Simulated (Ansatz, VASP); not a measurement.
# One calculation of AlN, two programs

File POSCAR:

```
AlN
1.0
    0.0000000000      1.9776198442      1.9776198442
    1.9776198442      0.0000000000      1.9776198442
    1.9776198442      1.9776198442      0.0000000000
Al N
1 1
Direct
    0.0000000000      0.0000000000      0.0000000000
    0.5000000000      0.5000000000      0.5000000000
```

INCAR.step1

```
ALGO = Normal ; EDIFF = 1E-4
ENCUT = 520 ; GGA = PE
ISMEAR = -1 ; LASPH = True
LCHARG = False ; LREAL = False
LWAVE = True ; NBANDS = 11
NELM = 60 ; PREC = Accurate
SIGMA = 0.05
```

File INCAR.step2:

```
ALGO = Normal ; EDIFF = 1E-6
ENCUT = 520 ; ISIF = 2
ISMEAR = -1 ; ISTART = 1
LASPH = True ; LCHARG = False
LMIXTAU = True ; LREAL = False
LWAVE = False ; METAGGA = R2SCAN
NBANDS = 11 ; NELM = 60
PREC = Accurate ; SIGMA = 0.05
```

KPOINTS

```
k-points
0
Gamma
  15 15 15
```

Input for Ansatz:

```yaml
crystal:
  lattice:
    - [0.0, 1.9776198442, 1.9776198442]
    - [1.9776198442, 0.0, 1.9776198442]
    - [1.9776198442, 1.9776198442, 0.0]
  atoms:
    - { symbol: Al, position: [0.0, 0.0, 0.0] }
    - { symbol: "N", position: [0.5, 0.5, 0.5] }
kpoints:
  mp_grid: { grid: [15, 15, 15] }
  band_path:
    path:
      - [0.0, 0.0, 0.0]
      - [0.5, 0.0, 0.5]
      - [0.625, 0.25, 0.625]
      - [0.375, 0.375, 0.75]
      - [0.0, 0.0, 0.0]
      - [0.5, 0.5, 0.5]
      - [0.5, 0.25, 0.75]
      - [0.5, 0.0, 0.5]
    npoints: 8
scf:
  occupations: { method: fermi_dirac, width: 0.05 }
hamiltonian:
  xc: r2scan
  pseudopotentials: { kind: paw }
output:
  forces: true
  stress: true
  eigenvalues: true
  populations: true
  dos: { projected: true, de: 0.2, e_range: [-14, 8] }
  write_density: true
  write_potential: true
  elf: true
  volumetric_format: npy
```

Change from the starting cell: volume scaled by 0.94, PAW files.

Alike in both runs: task single point; functional r2SCAN; k mesh 15 × 15 × 15; occupations fermi-dirac, width 0.05 eV; no spin polarisation.

```csv
,VASP,Ansatz
version,VASP 6.6.1,Ansatz 0.2.0
potentials or method,"VASP PAW PBE potentials, release 64 (Al, N)","PAW with Ansatz's default frozen-core files, scalar-relativistic"
plane-wave cutoff (eV),520,500
valence electrons in the cell,8,8
```

```csv
,VASP,Ansatz,Ansatz less VASP
gap on the k mesh at the Fermi level (eV),5.91,5.94,+0.036
pressure (GPa),18.4,19.3,+0.86
```

VASP's potentials were made for PBE, not for r2SCAN.
